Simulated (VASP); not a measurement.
Input of a VASP 6.6.1 run:

Contents of INCAR:

```
PREC     = Accurate       # precision mode
ENCUT    = 520            # plane-wave cutoff, eV
EDIFF    = 1E-7           # SCF threshold, eV
ISMEAR   = 0              # smearing method
SIGMA    = 0.1            # smearing width, eV
LREAL    = False          # projectors in reciprocal space
LASPH    = True           # aspherical terms in the spheres
NELM     = 60             # most SCF steps
ALGO     = Normal         # electronic algorithm
ISIF     = 2              # what is computed and relaxed
LWAVE    = False          # write WAVECAR
LCHARG   = True           # write CHGCAR
GGA      = PS             # functional
LELF     = True           # ELF
LVHAR    = True         
NBANDS   = 44             # bands
```

File KPOINTS:

```
Automatic mesh
0
Gamma
  12 12 2
```

The input POSCAR:

```
Ge2Sb2Te5
1.0
    4.0151276189      0.0000000000      0.0000000000
   -2.0075638094      3.4772025174      0.0000000000
    0.0000000000      0.0000000000     16.4851043676
Ge Sb Te
2 2 5
Direct
    0.0000000000      0.0000000000      0.3408580795
    0.0000000000      0.0000000000      0.6591419205
    0.3333333333      0.6666666667      0.1199452325
    0.6666666667      0.3333333333      0.8800547675
    0.0000000000      0.0000000000      0.0000000000
    0.3333333333      0.6666666667      0.7705122479
    0.6666666667      0.3333333333      0.2294877521
    0.3333333333      0.6666666667      0.4286769199
    0.6666666667      0.3333333333      0.5713230801
```

Potentials or basis: VASP PAW PBE potentials, release 64 (Ge_d, Sb, Te).

Launch:

```sh
$ cat potpaw_PBE.64/Ge_d/POTCAR potpaw_PBE.64/Sb/POTCAR potpaw_PBE.64/Te/POTCAR > POTCAR
$ mpirun -np 1 vasp_std > vasp.out
```

(1) Predict the largest force.

(2) Predict the pressure.

Results:

(1) 0.035 eV/Å.

(2) 7.5 GPa.

Caveat: the cell stands under pressure; the PAW data sets were made with another functional, which shifts forces and pressure a little.
